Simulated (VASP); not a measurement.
Wanted: the native input for a VASP 6.6.1 run.

| Quantity | Value |
| --- | --- |
| Task | single point |
| Functional | PBE |
| Potentials or basis | VASP PAW PBE potentials, release 64 (Mn_pv, Br) |
| Cutoff | 520 eV |
| k mesh | 4 × 4 × 4 |
| Occupations | gaussian, width 0.05 eV |
| Spin | collinear spin, ferrimagnetic start |
| Starting moments | [4.8, -0.08, -0.08, -0.08] μB |
| Hubbard terms | Mn d U = 3.9 eV |
| Dipole correction | no |
| Further INCAR settings | ALGO = Normal; EDIFF = 1e-06; NBANDS = 29 |

The structure of MnBr3 lies in POSCAR:

```
MnBr3
1.0
    5.2184683468      0.0000000000      0.0000000000
    0.0000000000      5.2184683468      0.0000000000
    0.0000000000      0.0000000000      5.2184683468
Mn Br
1 3
Direct
    0.0000000000      0.0000000000      0.0000000000
    0.5000000000      0.0000000000      0.0000000000
    0.0000000000      0.0000000000      0.5000000000
    0.0000000000      0.5000000000      0.0000000000
```

The input as run:

INCAR

```
SYSTEM = MnBr3
PREC     = Accurate       ! precision mode
ENCUT    = 520            ! plane-wave cutoff, eV
EDIFF    = 1E-6           ! SCF threshold, eV
ISMEAR   = 0              ! smearing method
SIGMA    = 0.05           ! smearing width, eV
LREAL    = .False.        ! projectors in reciprocal space
LASPH    = .True.         ! aspherical terms in the spheres
NELM     = 150            ! most SCF steps
ALGO     = Normal         ! electronic algorithm
ISIF     = 2              ! what is computed and relaxed
LWAVE    = .False.        ! write WAVECAR
LCHARG   = .False.        ! write CHGCAR
ISPIN    = 2              ! spin polarisation
MAGMOM   = 4.8 -0.08 -0.08 -0.08 ! initial moments
LORBIT   = 11             ! projections on sites
LMAXMIX  = 4              ! l up to which the mixer works
LDAU     = .True.         ! DFT+U
LDAUTYPE = 2            
LDAUL    = 2 -1           ! shell
LDAUU    = 3.9 0          ! U, eV
LDAUJ    = 0 0          
LDAUPRINT= 1            
GGA      = PE             ! functional
NBANDS   = 29             ! bands
```

KPOINTS

```
regular mesh
0
Gamma
  4 4 4
  0 0 0
```

Potentials or basis: VASP PAW PBE potentials, release 64 (Mn_pv, Br).

The run is started by

```sh
$ cat potpaw_PBE.64/Mn_pv/POTCAR potpaw_PBE.64/Br/POTCAR > POTCAR
$ mpirun -np 1 vasp_std > vasp.out
```

It gave:

The pressure is 0.3 GPa and the net moment is 4.37 μB per cell. The site moments are Mn +4.42; Br -0.07 μB. The valence electrons inside the program's atomic spheres are Mn 11.24; Br 4.84.

Wall time 83 s on 1 thread of Intel(R) Xeon(R) Platinum 8375C CPU @ 2.90GHz (Ice Lake), on a shared host, peak memory 0.31 GiB.
